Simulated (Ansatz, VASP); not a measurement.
Rh in VASP and in Ansatz

Contents of INCAR:

```
SYSTEM = Rh
ALGO = Fast
EDIFF = 1E-6
ENCUT = 520
GGA = PS
ISIF = 2
ISMEAR = 0
LASPH = .TRUE.
LCHARG = .TRUE.
LELF = .TRUE.
LREAL = .FALSE.
LVHAR = .TRUE.
LWAVE = .FALSE.
NBANDS = 14
NELM = 100
PREC = Accurate
SIGMA = 0.15
```

KPOINTS

```
k-points
0
G
  16 16 16
  0 0 0
```

Contents of POSCAR:

```
Rh
1.0
    0.0000000000      1.8899965795      1.8899965795
    1.8899965795      0.0000000000      1.8899965795
    1.8899965795      1.8899965795      0.0000000000
Rh
1
Direct
    0.0000000000      0.0000000000      0.0000000000
```

Input for Ansatz:

```yaml
crystal:
  lattice:
    - [0.0, 1.8899965799, 1.8899965799]
    - [1.8899965799, 0.0, 1.8899965799]
    - [1.8899965799, 1.8899965799, 0.0]
  atoms:
    - { symbol: Rh, position: [0.0, 0.0, 0.0] }
basis:
  ecutwfc: 420
kpoints:
  mp_grid: { grid: [16, 16, 16] }
hamiltonian:
  xc: pbesol
scf:
  occupations: { method: gaussian, width: 0.15 }
output:
  forces: true
  stress: true
  eigenvalues: true
```

Alike in both runs: task single point; functional PBEsol; k mesh 16 × 16 × 16; occupations gaussian, width 0.15 eV; no spin polarisation.

|  | VASP | Ansatz |
| --- | --- | --- |
| version | VASP 6.6.1 | Ansatz 0.2.0 |
| potentials or method | VASP PAW PBE potentials, release 64 (Rh_pv), cutoff 520 eV | scalar-relativistic, plane waves, PAW |
| valence electrons in the cell | 15 | 17 |

|  | VASP | Ansatz | Ansatz less VASP |
| --- | --- | --- | --- |
| gap on the k mesh at the Fermi level (eV) | none | none | - |
| pressure (GPa) | 0.0 | 0.2 | +0.20 |

VASP's potentials were made for PBE, not for PBEsol. A gap of «none» marks a metal or a gap that the smearing closes. The functional is the same, so the differences come from potentials, cutoffs and numerics. VASP's potentials hold 15 valence electrons a cell and Ansatz's 17, so a difference there can come from the potentials and not from the codes.
